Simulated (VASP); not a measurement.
Wanted: the native input for a VASP 6.6.1 run.

```
Task                   : single point
Functional             : PBEsol
Potentials or basis    : VASP PAW PBE potentials, release 64 (Cd, S)
Cutoff                 : 520 eV
k mesh                 : 6 × 6 × 4
Occupations            : gaussian, width 0.01 eV
Spin                   : no spin polarisation
Dipole correction      : no
Further INCAR settings : ALGO = Normal; EDIFF = 1e-06; NBANDS = 26
```

The structure of CdS lies in POSCAR:

```
CdS
1.0
    4.0413804136      0.0000000000      0.0000000000
   -2.0206902068      3.4999381045      0.0000000000
    0.0000000000      0.0000000000      6.8359641799
Cd S
2 2
Direct
    0.3333333333      0.6666666667      0.0037833314
    0.6666666667      0.3333333333      0.5037833314
    0.3333333333      0.6666666667      0.3712166686
    0.6666666667      0.3333333333      0.8712166686
```

This cell differs from its parent crystal: in-plane strain -0.02, then relaxed in part.

One way to write it, as run:

INCAR

```
SYSTEM = CdS
PREC     = Accurate       ! precision mode
ENCUT    = 520            ! plane-wave cutoff, eV
EDIFF    = 1E-6           ! SCF threshold, eV
ISMEAR   = 0              ! smearing method
SIGMA    = 0.01           ! smearing width, eV
LREAL    = .FALSE.        ! projectors in reciprocal space
LASPH    = .TRUE.         ! aspherical terms in the spheres
NELM     = 60             ! most SCF steps
ALGO     = Normal         ! electronic algorithm
ISIF     = 2              ! what is computed and relaxed
LWAVE    = .FALSE.        ! write WAVECAR
LCHARG   = .FALSE.        ! write CHGCAR
GGA      = PS             ! functional
NBANDS   = 26             ! bands
```

KPOINTS

```
regular mesh
0
G
  6 6 4
  0 0 0
```

Potentials or basis: VASP PAW PBE potentials, release 64 (Cd, S).

Launch:

```bash
$ cat potpaw_PBE.64/Cd/POTCAR potpaw_PBE.64/S/POTCAR > POTCAR
$ mpirun -np 1 vasp_std > vasp.out
```

Results of the run:

```yaml
Pressure: 1.8 GPa
Largest_force: 0.006 eV/Å
Band_gap_on_the_k_mesh: 1.05 eV
```

Caveat: the cell differs from its parent crystal (in-plane strain -0.02, then relaxed in part); the PAW data sets were made with another functional, which shifts forces and pressure a little.

Run time: 51 s on 1 thread of Intel Xeon 8259CL, with other jobs on the host, peak memory 0.23 GiB.
